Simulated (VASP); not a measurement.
Input of a VASP 6.6.1 run:

File INCAR:

```
SYSTEM = TaN
PREC = Accurate
ENCUT = 520
EDIFF = 1E-6
ISMEAR = 0
SIGMA = 0.05
LREAL = .FALSE.
LASPH = .TRUE.
NELM = 150
ALGO = Normal
ISIF = 2
LWAVE = .FALSE.
LCHARG = .TRUE.
MAGMOM = 0 0 2 0 0 0
LORBIT = 11
LSORBIT = .TRUE.
GGA_COMPAT = .FALSE.
LORBMOM = .TRUE.
LMAXMIX = 4
GGA = PE
LVHAR = .TRUE.
NBANDS = 28
```

KPOINTS

```
Automatic mesh
0
G
  21 21 21
  0 0 0
```

Contents of POSCAR:

```
TaN
1.0
    0.0000000000      2.2084007853      2.2084007853
    2.2084007853      0.0000000000      2.2084007853
    2.2084007853      2.2084007853      0.0000000000
Ta N
1 1
Direct
    0.5000000000      0.5000000000      0.5000000000
    0.0000000000      0.0000000000      0.0000000000
```

Potentials or basis: VASP PAW PBE potentials, release 64 (Ta_pv, N).

Run with:

```sh
$ cat potpaw_PBE.64/Ta_pv/POTCAR potpaw_PBE.64/N/POTCAR > POTCAR
$ mpirun -np 1 vasp_ncl > vasp.out
```

(1) What does it give for the pressure?

(2) Estimate the net moment.

Results:

(1) 1.5 GPa.

(2) 0.00 μB per cell.
